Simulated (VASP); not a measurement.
Fe2Rh: single point with r2SCAN

Fe2Rh:

```
CELL_PARAMETERS angstrom
0.00000 3.26813 3.26813
3.26813 0.00000 3.26813
3.26813 3.26813 0.00000
ATOMIC_POSITIONS crystal
Fe 0.62500 0.62500 0.62500
Fe 0.12500 0.62500 0.62500
Fe 0.62500 0.62500 0.12500
Fe 0.62500 0.12500 0.62500
Rh 0.00000 0.00000 0.00000
Rh 0.25000 0.25000 0.25000
```

* Program: VASP 6.6.1
* Task: single point
* Functional: r2SCAN
* Potentials or basis: VASP PAW PBE potentials, release 64 (Fe, Rh_pv)
* Cutoff: 520 eV
* k mesh: 6 × 6 × 6
* Occupations: gaussian, width 0.1 eV
* Spin: collinear spin, ferromagnetic start
* Starting moments: [4.0, 4.0, 4.0, 4.0, 0.0, 0.0] μB

| Item | Value |
| --- | --- |
| Pressure | 22.4 GPa |
| Net moment | 12.56 μB per cell |
| Site moments | Fe +2.76; Rh +0.83 μB |
| Valence electrons inside the program's atomic spheres | Fe 7.48; Rh 13.82 |

Levels at points of the mesh, in eV from the Fermi level:
Spin up:
| k point | band 33 | band 34 | band 35 | band 36 | band 37 | band 38 | band 39 | band 40 | band 41 | band 42 |
| --- | --- | --- | --- | --- | --- | --- | --- | --- | --- | --- |
| (0.00, 0.00, 0.00) | -0.20 | -0.20 | -0.11 | -0.11 | -0.11 | 1.86 | 5.14 | 5.14 | 5.14 | 8.61 |
| (0.50, 0.00, 0.00) | -1.11 | -0.45 | -0.45 | -0.16 | -0.16 | -0.11 | 2.96 | 3.78 | 3.78 | 7.67 |
| (0.50, 0.50, 0.00) | -0.78 | -0.78 | -0.42 | -0.42 | -0.25 | -0.25 | 1.96 | 1.96 | 4.04 | 4.04 |
Spin down:
```
           k point  band 22  band 23  band 24  band 25  band 26  band 27  band 28  band 29
(0.00, 0.00, 0.00)    -0.15    -0.15    -0.15     0.00     0.00     1.67     2.31     2.31
(0.50, 0.00, 0.00)    -1.12    -0.44    -0.44    -0.13     0.72     0.72     1.30     1.30
(0.50, 0.50, 0.00)    -0.82    -0.11    -0.11     0.09     0.09     1.47     1.47     1.64
```

Run time: 7 min on 1 thread of Intel(R) Xeon(R) Platinum 8259CL CPU @ 2.50GHz (Skylake/Cascade Lake), with other jobs on the host, peak memory 0.29 GiB.

Caveat: the cell stands under pressure; the PAW data sets were made with another functional, which shifts forces and pressure a little.
